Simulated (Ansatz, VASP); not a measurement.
## In2TeO2 in VASP and in Ansatz

```
In Te O
1.0
     3.80471    0.00000    0.00000
    -1.90236    3.29498    0.00000
     0.00000    0.00000    7.27901
In Te O
2 1 2
Direct
  0.33333 0.66667 0.30905
  0.66667 0.33333 0.69095
  0.00000 0.00000 0.00000
  0.33333 0.66667 0.61902
  0.66667 0.33333 0.38098
```

Change from the starting cell: species swapped into the Er2SeO2 type (P-3m1, No. 164).

Alike in both runs: functional PBE; k mesh 12 × 12 × 6; occupations gaussian, width 0.1 eV; no spin polarisation.

Ansatz relaxed the structure, and its values are those at the end. VASP's run is a single point on that final structure, the one shown.

|  | VASP | Ansatz |
| --- | --- | --- |
| version | VASP 6.6.1 | Ansatz 0.2.0 |
| potentials or method | VASP PAW PBE potentials, release 64 (In_d, Te, O), cutoff 520 eV | scalar-relativistic, plane waves, PAW |
| valence electrons in the cell | 44 | 54 |

VASP gave:

| Item | Value |
| --- | --- |
| gap on the k mesh at the Fermi level (eV) | none |
| pressure (GPa) | 0.1 |
| rms of the force components (eV/Å) | 0.013 |

**Question.** What did Ansatz give for the same quantities?

**Answer.** gap on the k mesh at the Fermi level (eV): none; pressure (GPa): 0.0; rms of the force components (eV/Å): 0.000.

A gap of «none» marks a metal or a gap that the smearing closes. The functional is the same, so the differences come from potentials, cutoffs and numerics. VASP's potentials hold 44 valence electrons a cell and Ansatz's 54, so a difference there can come from the potentials and not from the codes.

Spin-orbit coupling is off throughout.
